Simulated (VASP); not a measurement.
Crystal: P5N2.

```
P N
1.0
     3.95547    0.00000    0.00000
     0.00000    1.76945    0.00000
    -0.87783    0.00000    5.60209
P N
5 2
Direct
  0.21417 0.00000 0.57070
  0.78583 0.00000 0.42930
  0.64312 0.00000 0.71467
  0.35688 0.00000 0.28533
  0.50000 0.00000 0.00000
  0.07349 0.00000 0.85242
  0.92651 0.00000 0.14758
```

The cell was built from a structure type or drawn by symmetry, and may not be a known phase.

```yaml
Program: VASP 6.6.1
Task: relaxation of cell and atoms
Functional: PBE
Potentials_or_basis: VASP PAW PBE potentials, release 64 (P, N_h)
Cutoff: 910 eV
k_mesh: 4 × 10 × 4
Occupations: gaussian, width 0.1 eV
Spin: no spin polarisation
```

At the start: pressure 546.3 GPa; volume 5.60 Å³/atom.

Where does the relaxation end?

Over 29 steps the energy falls by 6175.2 meV/atom and the volume is 11.59 Å³/atom (+107.0 %); space group P2/m (No. 10, to 0.1 Å) before and after.

The path:
```
step  energy change (eV)  largest force (eV/Å)  pressure (GPa)  volume (Å³)
   1              0.0000               11.9339          546.35        39.21
   2            -10.7485                4.3112          -23.60       276.36
   3            -40.0656                2.6158          -22.38       100.28
   4            -40.8386                2.5386          -17.38        93.80
   5            -41.4890                2.1144            5.46        78.98
   6            -41.5260                2.2185           -1.36        82.21
   7            -41.5278                2.1803            0.75        81.14
   8            -42.1490                1.2821            0.32        81.30
   9            -42.3402                1.3807            0.98        81.34
  10            -42.1915                3.0446            6.01        81.25
  11            -42.3892                1.5671            1.69        81.34
  12            -42.5864                1.4544           -3.78        82.87
  13            -42.5990                1.2861           -3.02        82.57
  14            -42.8165                0.8952            0.32        81.72
  15            -42.8746                1.0669            3.40        81.05
  16            -43.0574                0.7600            0.61        81.77
  17            -43.0789                0.8690           -0.48        82.09
  18            -43.1325                0.5220           -1.47        82.07
  19            -43.1650                0.5733           -2.78        82.02
  20            -43.2018                0.3736           -0.34        81.04
  21            -43.2052                0.3370            0.71        80.64
  22            -43.2150                0.1383            0.33        80.74
  23            -43.2177                0.1882            0.02        80.82
  24            -43.2224                0.1504           -0.05        80.87
  25            -43.2235                0.1233           -0.10        80.91
  26            -43.2251                0.0819            0.29        80.88
  27            -43.2252                0.0790            0.47        80.86
  28            -43.2264                0.0474            0.05        81.06
  29            -43.2265                0.0364           -0.15        81.15
```

Final structure:
```
CELL_PARAMETERS angstrom
4.64756 0.00000 -0.27160
0.00000 2.47237 0.00000
-1.39738 0.00000 7.14436
ATOMIC_POSITIONS crystal
P 0.23778 0.00000 0.58747
P 0.76222 0.00000 0.41253
P 0.76680 0.00000 0.76153
P 0.23320 0.00000 0.23847
P 0.50000 0.00000 0.00000
N 0.14799 0.00000 0.80123
N 0.85201 0.00000 0.19877
```

Caveat: the k points lie up to 0.35 Å⁻¹ apart in the final cell, too coarse for converged energies and pressures of a metal; the cutoff is under 1.25 times the usual one of these potentials, so pressure, stress and relaxed cells hold a basis-set (Pulay) error; the volume moved by over 15 % at a fixed basis, so the end points are rough.
